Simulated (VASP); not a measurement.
Input of a VASP 6.6.1 run:

The input INCAR:

```
ALGO = Normal
DIPOL = 0.5 0.5 0.323
EDIFF = 1E-7
ENCUT = 520
GGA = PE
IDIPOL = 3
ISIF = 2
ISMEAR = 0
LASPH = T
LCHARG = T
LDIPOL = T
LELF = T
LREAL = F
LVACPOTAV = T
LVHAR = T
LWAVE = F
NBANDS = 33
NELM = 100
PREC = Accurate
SIGMA = 0.1
```

The input KPOINTS:

```
k-points
0
Gamma
  5 5 1
```

POSCAR

```
Al12O
1.0
    5.7135165838      0.0000000000      0.0000000000
    0.0000000000      5.7135165838      0.0000000000
    0.0000000000      0.0000000000     19.6746954361
Al O
12 1
Direct
    0.2500000000      0.2500000000      0.2033068320
    0.2500000000      0.7500000000      0.2033068320
    0.7500000000      0.2500000000      0.2033068320
    0.7500000000      0.7500000000      0.2033068320
    0.0000000000      0.0000000000      0.3092728611
    0.0000000000      0.5000000000      0.3092728611
    0.5000000000      0.0000000000      0.3092728611
    0.5000000000      0.5000000000      0.3092728611
    0.2500000000      0.2500000000      0.4154928580
    0.2500000000      0.7500000000      0.4154928580
    0.7500000000      0.2500000000      0.4154928580
    0.7500000000      0.7500000000      0.4154928580
    0.2500000000      0.4166666667      0.4843735926
```

Potentials or basis: VASP PAW PBE potentials, release 64 (Al, O).

Run with:

```bash
$ cat potpaw_PBE.64/Al/POTCAR potpaw_PBE.64/O/POTCAR > POTCAR
$ mpirun -np 1 vasp_std > vasp.out
```

(1) What does it give for the band gap on the k mesh?

(2) What does it give for the largest force?

Results:

(1) zero (band 21 reaches -0.21 eV, above the bottom of band 22 at -0.97 eV).

(2) 2.305 eV/Å.
